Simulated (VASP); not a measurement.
Write the native input for VASP 6.6.1 that does the following.

```yaml
Task: single point
Functional: LDA
Potentials_or_basis: VASP PAW LDA potentials, release 64 (In_d, O)
Cutoff: 520 eV
k_mesh: 6 × 6 × 6
Occupations: gaussian, width 0.05 eV
Spin: no spin polarisation
Dipole_correction: no
Further_INCAR_settings: ALGO = Normal; EDIFF = 1e-07; NBANDS = 55
```

The structure of In2O3 lies in POSCAR:

```
In2O3
1.0
    2.7308926344      1.5766815976      5.1739735545
   -2.7308926344      1.5766815976      5.1739735545
    0.0000000000     -3.1533631952      5.1739735545
In O
4 6
Direct
    0.3576778379      0.3576778379      0.3576778379
    0.1423221621      0.1423221621      0.1423221621
    0.6423221621      0.6423221621      0.6423221621
    0.8576778379      0.8576778379      0.8576778379
    0.5455327428      0.9544672572      0.2500000000
    0.2500000000      0.5455327428      0.9544672572
    0.9544672572      0.2500000000      0.5455327428
    0.4544672572      0.0455327428      0.7500000000
    0.7500000000      0.4544672572      0.0455327428
    0.0455327428      0.7500000000      0.4544672572
```

This cell differs from its parent crystal: strain +0.000 along x and y, +0.080 along z.

The input as run:

INCAR

```
SYSTEM = In2O3
PREC     = Accurate       ! precision mode
ENCUT    = 520            ! plane-wave cutoff, eV
EDIFF    = 1E-7           ! SCF threshold, eV
ISMEAR   = 0              ! smearing method
SIGMA    = 0.05           ! smearing width, eV
LREAL    = .False.        ! projectors in reciprocal space
LASPH    = .True.         ! aspherical terms in the spheres
NELM     = 100            ! most SCF steps
ALGO     = Normal         ! electronic algorithm
ISIF     = 2              ! what is computed and relaxed
LWAVE    = .False.        ! write WAVECAR
LCHARG   = .False.        ! write CHGCAR
GGA      = CA             ! functional
NBANDS   = 55             ! bands
```

KPOINTS

```
Automatic mesh
0
Gamma
  6 6 6
  0 0 0
```

Potentials or basis: VASP PAW LDA potentials, release 64 (In_d, O).

Run with:

```sh
$ cat potpaw_LDA.64/In_d/POTCAR potpaw_LDA.64/O/POTCAR > POTCAR
$ mpirun -np 1 vasp_std > vasp.out
```

It gave:

```yaml
Pressure: -10.2 GPa
Largest_force: 0.559 eV/Å
Band_gap_on_the_k_mesh: 0.73 eV, direct
```

Caveat: the cell differs from its parent crystal (strain +0.000 along x and y, +0.080 along z); spin-orbit coupling is left out, which moves the levels of the heavy elements.

Wall time 4.2 min on 1 thread of AMD EPYC 9R45 96-Core Processor (Zen 5) (shared host), peak memory 0.32 GiB.
